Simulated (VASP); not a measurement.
# EuS (rocksalt type) (Fm-3m) in VASP: electric field gradients with PBE

Aim: the electric field gradients of EuS (rocksalt type) with PBE.

All numbers are computed with VASP 6.6.1; they aren't measurements. Logs are shortened: lines on timing, memory, paths and dates and some standing lists are left out, and cuts for length are marked.

### 1 The cell of the first run

It takes space group Fm-3m (No. 225, cubic). The conventional cell has a = 5.887 Å, b = 5.887 Å, c = 5.887 Å, α = 90.00°, β = 90.00°, γ = 90.00°. Within 3.9 Å of Eu (site symmetry m-3m) lie 6 S at 2.94 Å. S (site symmetry m-3m) has 6 Eu at 2.94 Å within 3.9 Å.

### 2 Electric field gradients, PBE, collinear spin, ferromagnetic start

File INCAR:

```
SYSTEM = EuS
PREC = Accurate ; ENCUT = 520
EDIFF = 1E-8 ; ISMEAR = -1
SIGMA = 0.08 ; LREAL = .FALSE.
LASPH = .TRUE. ; NELM = 200
ALGO = Normal ; ISIF = 2
LWAVE = .FALSE. ; LCHARG = .FALSE.
ISPIN = 2 ; MAGMOM = 7 0
LORBIT = 11 ; LMAXMIX = 6
GGA = PE ; LEFG = .TRUE.
ISYM = 0 ; NBANDS = 22
GGA_COMPAT = .FALSE. ; KPAR = 4
```

File KPOINTS:

```
Automatic mesh
0
Gamma
  10 10 10
  0.5 0.5 0.5
```

File POSCAR:

```
EuS
1.0
    0.0000000000      2.9435905519      2.9435905519
    2.9435905519      0.0000000000      2.9435905519
    2.9435905519      2.9435905519      0.0000000000
Eu S
1 1
Direct
    0.0000000000      0.0000000000      0.0000000000
    0.5000000000      0.5000000000      0.5000000000
```

Potentials or basis: VASP PAW PBE potentials, release 64 (Eu, S).

Command:

```
$ cat potpaw_PBE.64/Eu/POTCAR potpaw_PBE.64/S/POTCAR > POTCAR
$ mpirun -np 4 vasp_std > vasp.out
```

OUTCAR:

```text
SYSTEM = EuS
   PREC = Accurate
   ENCUT = 520
   EDIFF = 1E-8
   ISMEAR = -1
   LREAL = .FALSE.
   LASPH = .TRUE.
   NELM = 200
   ISIF = 2
   ISPIN = 2
   LORBIT = 11
   GGA = PE
   ISYM = 0

 ion  position               nearest neighbor table
   1  0.000  0.000  0.000-   2 2.94   2 2.94   2 2.94   2 2.94   2 2.94   2 2.94
   2  0.500  0.500  0.500-   1 2.94   1 2.94   1 2.94   1 2.94   1 2.94   1 2.94

IMPORTANT INFORMATION: All symmetrisations will be switched off!
NOSYMM: (Re-)initialisation of all symmetry stuff for point group C_1.

----------------------------------------------------------------------------------------

                                     Primitive cell

  volume of cell :      51.0108

  direct lattice vectors                    reciprocal lattice vectors
     0.000000000  2.943590552  2.943590552    -0.169860581  0.169860581  0.169860581
     2.943590552  0.000000000  2.943590552     0.169860581 -0.169860581  0.169860581
     2.943590552  2.943590552  0.000000000     0.169860581  0.169860581 -0.169860581

  length of vectors
     4.162865681  4.162865681  4.162865681     0.294207156  0.294207156  0.294207156

  position of ions in fractional coordinates (direct lattice)
     0.000000000  0.000000000  0.000000000
     0.500000000  0.500000000  0.500000000

  ion indices of the primitive-cell ions
   primitive index   ion index
                 1           1
                 2           2

----------------------------------------------------------------------------------------

 KPOINTS: Automatic mesh

Automatic generation of k-mesh.
 Grid dimensions read from file:
 generate k-points for:   10   10   10

 Generating k-lattice:

  Cartesian coordinates                     Fractional coordinates (reciprocal lattice)
    -0.016986058  0.016986058  0.016986058     0.100000000  0.000000000  0.000000000
     0.016986058 -0.016986058  0.016986058     0.000000000  0.100000000  0.000000000
     0.016986058  0.016986058 -0.016986058     0.000000000  0.000000000  0.100000000

  Length of vectors
     0.029420716  0.029420716  0.029420716

  Shift w.r.t. Gamma in fractional coordinates (k-lattice)
     0.500000000  0.500000000  0.500000000

 Subroutine IBZKPT returns following result:
 ===========================================

 Found   2000 irreducible k-points:

 Following reciprocal coordinates:
            Coordinates               Weight
  0.050000  0.050000  0.050000      2.000000
  0.050000  0.000000  0.000000      2.000000
  0.000000  0.000000 -0.050000      2.000000
  0.000000  0.050000  0.000000      2.000000
  0.150000  0.050000  0.050000      2.000000
  0.050000  0.150000  0.050000      2.000000
[... 16 lines left out ...]
  0.000000  0.200000 -0.050000      2.000000
  0.200000  0.000000 -0.050000      2.000000
 [... further k-points ...]
   k-points           NKPTS =   2000   k-points in BZ     NKDIM =   2000   number of bands    NBANDS=     22
   number of dos      NEDOS =    301   number of ions     NIONS =      2
   total plane-waves  NPLWV =  32768
   dimension x,y,z NGX =    32 NGY =   32 NGZ =   32
   dimension x,y,z NGXF=    64 NGYF=   64 NGZF=   64
   ions per type =               1   1
   NGX,Y,Z   is equivalent  to a cutoff of  12.78, 12.78, 12.78 a.u.
   NGXF,Y,Z  is equivalent  to a cutoff of  25.56, 25.56, 25.56 a.u.
 SYSTEM =  EuS
   PREC   = accura    normal or accurate (medium, high low for compatibility)
   ISTART =      0    job   : 0-new  1-cont  2-samecut
   ICHARG =      2    charge: 1-file 2-atom 10-const
   ISPIN  =      2    spin polarized calculation?
   LNONCOLLINEAR =      F non collinear calculations
   LSORBIT =      F    spin-orbit coupling
   LASPH  =      T    aspherical Exc in radial PAW
   ENCUT  =  520.0 eV  38.22 Ry    6.18 a.u.   7.74  7.74  7.74*2*pi/ulx,y,z
   NELM   =    200;   NELMIN=  2; NELMDL= -5     # of ELM steps
   EDIFF  = 0.1E-07   stopping-criterion for ELM
   LREAL  =      F    real-space projection
   EDIFFG = 0.1E-06   stopping-criterion for IOM
   NSW    =      0    number of steps for IOM
   IBRION =     -1    ionic relax: 0-MD 1-quasi-New 2-CG
   NFREE  =      0    steps in history (QN), initial steepest desc. (CG)
   ISIF   =      2    stress and relaxation
   ISYM   =      0    0-nonsym 1-usesym 2-fastsym
   POTIM  = 0.5000    time-step for ionic-motion
   TEBEG  =    0.0;   TEEND  =   0.0 temperature during run
   PSTRESS=    0.0 pullay stress
   NELECT =      23.0000    total number of electrons
   NUPDOWN=      -1.0000    fix difference up-down
   EMIN   =  10.00;   EMAX   =-10.00  energy-range for DOS
   EFERMI =   0.00;   METHOD = LEGACY
   ISMEAR =    -1;   SIGMA  =   0.08  broadening in eV -4-tet -1-fermi 0-gaus
   EFERMI_NEDOS =   21; number of points for ismear=-14 and -15
   IALGO  =     38    algorithm
   IMIX   =      4    mixing-type and parameters
     AMIX     =   0.40;   BMIX     =  1.00
     AMIX_MAG =   1.60;   BMIX_MAG =  1.00
  volume/ion in A,a.u.               =      25.51       172.12
  Fermi-wavevector in a.u.,A,eV,Ry     =   1.255346  2.372260 21.441327  1.575893
  Thomas-Fermi vector in A             =   2.389107
   LORBIT       =     11    0 simple, 1 ext, 2 COOP (PROOUT), +10 PAW based schemes
   GGA     = PE    functional components
   LHFCALC =     F    Hartree Fock is set to
   AEXX    =    0.0000 exact exchange contribution
   IVDW    =     0    specifies the selected vdW correction
   LEPSILON=     F    determine dielectric tensor
   LRPA    =     F    only Hartree local field effects (RPA)
 spin polarized calculation
  energy-cutoff  :      520.00
  volume of cell :       51.01
 maximum number of plane-waves:      1388
   NGX = 15   NGY = 15   NGZ = 15

 number of electron      22.9999995 magnetization       6.9507022

 Free energy of the ion-electron system (eV)
  ---------------------------------------------------
  ext. energy  EPLUGINS =         0.00000000
  ---------------------------------------------------
  free energy    TOTEN  =       -19.93419764 eV

  energy without entropy =      -19.89918513  energy(sigma->0) =      -19.91669139

 E-fermi :   4.5564     XC(G=0):  -9.8108

 val. band max:        4.5492865713   @ k =   0.4500   0.3500  -0.0500
 cond. band min:       4.5631507187   @ k =  -0.2500  -0.3000   0.0000
 fundamental gap:      0.0138641474
 Fermi energy:         4.5563664042

 spin component 1

 k-point     1 :       0.0500    0.0500    0.0500
  band No.  band energies     occupation
      1     -36.9931      1.00000
      2     -15.6977      1.00000
      3     -15.6883      1.00000
      4     -15.6883      1.00000
      5      -9.0445      1.00000
      6       1.6011      1.00000
[... 14 lines left out ...]
     21       6.5451      0.00000
     22      12.0634      0.00000
[... 552 lines left out ...]
  band No.  band energies     occupation
      1     -36.9871      1.00000
      2     -15.8465      1.00000
      3     -15.7082      1.00000
      4     -15.6948      1.00000
      5      -8.6994      1.00000
      6       0.3518      1.00000
[... 14 lines left out ...]
     21       8.3373      0.00000
     22      13.3588      0.00000

 [... further k-points ...]

 Fermi energy:         4.5563664042

 spin component 2

 k-point     1 :       0.0500    0.0500    0.0500
  band No.  band energies     occupation
      1     -33.9248      1.00000
      2     -13.4596      1.00000
      3     -13.4438      1.00000
      4     -13.4438      1.00000
      5      -9.0264      1.00000
      6       1.7754      1.00000
[... 14 lines left out ...]
     21       9.2101      0.00000
     22      13.2188      0.00000
[... 552 lines left out ...]
  band No.  band energies     occupation
      1     -33.9165      1.00000
      2     -13.6960      1.00000
      3     -13.4691      1.00000
      4     -13.4502      1.00000
      5      -8.6171      1.00000
      6       0.5556      1.00000
[... 14 lines left out ...]
     21       9.6280      0.00000
     22      14.4698      0.00000

 [... further k-points ...]
[... 5 lines left out ...]
  --------------------------------------------------------------------------------------
  -------------------------------------------------------------------------------------
  Total       -0.4149376     -0.4149371     -0.4149418     -0.0000004     -0.0000006     -0.0000015
  in kB      -13.0326042    -13.0325885    -13.0327353     -0.0000140     -0.0000194     -0.0000477
  external PRESSURE =     -13.0326427 kB  Pullay stress =       0.0000000 kB

 VOLUME and BASIS-vectors are now :
 -----------------------------------------------------------------------------
  energy-cutoff  :      520.00
  volume of cell :       51.01
      direct lattice vectors                 reciprocal lattice vectors
     0.000000000  2.943590552  2.943590552    -0.169860581  0.169860581  0.169860581
     2.943590552  0.000000000  2.943590552     0.169860581 -0.169860581  0.169860581
     2.943590552  2.943590552  0.000000000     0.169860581  0.169860581 -0.169860581

 POSITION                                       TOTAL-FORCE (eV/Angst)
 -----------------------------------------------------------------------------------
      0.00000      0.00000      0.00000         0.000000      0.000000      0.000000
      2.94359      2.94359      2.94359        -0.000000     -0.000000     -0.000000
 -----------------------------------------------------------------------------------
    total drift:                               -0.000000      0.000000      0.000000

  FREE ENERGIE OF THE ION-ELECTRON SYSTEM (eV)
  ---------------------------------------------------
  free  energy   TOTEN  =       -19.9341976411 eV

  energy  without entropy=      -19.8991851304  energy(sigma->0) =      -19.91669139

 Electric field gradients (V/A^2)
---------------------------------------------------------------------
 ion       V_xx      V_yy      V_zz      V_xy      V_xz      V_yz
---------------------------------------------------------------------
   1      -0.000    -0.000     0.001    -0.001    -0.002    -0.001
   2      -0.000    -0.000     0.000    -0.000    -0.000    -0.000
---------------------------------------------------------------------

 Electric field gradients after diagonalization (V/A^2)
 (convention: |V_zz| > |V_xx| > |V_yy|)
----------------------------------------------------------------------
 ion       V_xx      V_yy      V_zz     asymmetry (V_yy - V_xx)/ V_zz
----------------------------------------------------------------------
   1       0.002     0.000    -0.002       0.609
   2       0.000     0.000    -0.001       0.047
----------------------------------------------------------------------

           NMR quadrupolar parameters

 Cq : quadrupolar parameter    Cq=e*Q*V_zz/h
 eta: asymmetry parameters     (V_yy - V_xx)/ V_zz
 Q  : nuclear electric quadrupole moment in mb (millibarn)
----------------------------------------------------------------------
 ion       Cq(MHz)       eta       Q (mb)
----------------------------------------------------------------------
   1      -0.000       0.609       1.000
   2      -0.000       0.047       1.000
----------------------------------------------------------------------

 total charge

# of ion       s       p       d       f       tot
--------------------------------------------------
    1        2.029   5.758   0.332   6.631  14.749
    2        1.316   2.440   0.000   0.000   3.757
--------------------------------------------------
tot          3.345   8.198   0.332   6.631  18.506

 magnetization (x)

# of ion       s       p       d       f       tot
--------------------------------------------------
    1       -0.014  -0.113   0.095   6.597   6.565
    2       -0.007  -0.065   0.000   0.000  -0.072
--------------------------------------------------
tot         -0.022  -0.178   0.095   6.597   6.492
```

Run time: 20 min. Hardware: 4 MPI ranks of Intel Xeon Platinum 8375C at 2.90GHz (Ice Lake), shared host; peak memory 3.2 GiB.

Results:

```yaml
Free_energy: -19.9342 eV
Pressure: -1.3 GPa
Net_moment: 6.95 μB per cell
Site_moments: Eu +6.57; S -0.07 μB
Valence_electrons_inside_the_program's_atomic_spheres: Eu 14.75; S 3.76
```

Levels at points of the mesh, in eV from the Fermi level:
Spin up:
| k point | band 12 | band 13 | band 14 | band 15 | band 16 | band 17 | band 18 | band 19 |
| --- | --- | --- | --- | --- | --- | --- | --- | --- |
| (0.05, 0.05, 0.05) | -0.36 | -0.06 | -0.04 | -0.04 | 0.99 | 1.04 | 1.04 | 1.12 |
Spin down:
| k point | band 5 | band 6 | band 7 | band 8 | band 9 | band 10 | band 11 | band 12 |
| --- | --- | --- | --- | --- | --- | --- | --- | --- |
| (0.05, 0.05, 0.05) | -13.58 | -2.78 | -2.72 | -2.72 | 1.67 | 1.76 | 1.79 | 1.79 |

Caveat: without QUAD_EFG the Cq values of the log hold for a quadrupole moment of 1 mb, not for the nuclei; spin-orbit coupling is left out, which moves the levels of the heavy elements; a cell with one magnetic atom can't hold antiferromagnetic order, which such compounds often take; without U or exact exchange the open f shell lies at the Fermi level, which spoils levels, moments and volumes. With open d or f shells a metallic result of PBE can be an artefact of self-interaction; +U or a hybrid may open a gap.
